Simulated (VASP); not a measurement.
Input of a VASP 6.6.1 run:

Contents of INCAR:

```
SYSTEM = LuGe6Os6
PREC = Accurate
ENCUT = 520
EDIFF = 1E-6
ISMEAR = 1
SIGMA = 0.15
LREAL = .FALSE.
LASPH = .TRUE.
NELM = 150
ALGO = Normal
ISIF = 2
LWAVE = .FALSE.
LCHARG = .FALSE.
ISPIN = 2
MAGMOM = 0 0 0 0 0 0 0 0 0 0 0 0 0
LORBIT = 11
LMAXMIX = 4
GGA = PE
NBANDS = 94
LUSENCCL = .FALSE.
```

KPOINTS

```
regular mesh
0
G
  3 3 3
  0 0 0
```

The input POSCAR:

```
LuGe6Os6
1.0
    5.9644650000      0.2891730000      0.4386630000
   -0.1680360000      5.1506500000     -1.5615760000
   -0.2303970000      0.0376950000      6.3751280000
Lu Os Ge
1 6 6
Direct
    0.0928018196      0.6194445589      0.2021780632
    0.4528795971      0.5055312247      0.8707798345
    0.0162322677      0.1351373495      0.1678704720
    0.2267768658      0.3495470253      0.5202246332
    0.4432760713      0.9794682251      0.8645845639
    0.8171221303      0.4011573188      0.6390077809
    0.7535513984      0.8142228952      0.5134666809
    0.5130300707      0.5012120702      0.2722007197
    0.3904161161      0.9328384386      0.4484121751
    0.7676468281      0.8049062932      0.9513639709
    0.7100867500      0.2678372674      0.9796276192
    0.1089755362      0.2657069019      0.8421266185
    0.0827341328      0.8206330400      0.6925044418
```

Potentials or basis: VASP PAW PBE potentials, release 64 (Lu, Os, Ge_d).

Command:

```bash
$ cat potpaw_PBE.64/Lu/POTCAR potpaw_PBE.64/Os/POTCAR potpaw_PBE.64/Ge_d/POTCAR > POTCAR
$ mpirun -np 1 vasp_std > vasp.out
```

(1) Predict the pressure.

(2) Predict the net moment.

(3) What does it give for the largest force?

Answers

(1) 38.8 GPa.

(2) 0.00 μB per cell.

(3) 5.551 eV/Å.

Caveat: the k points lie up to 0.41 Å⁻¹ apart.
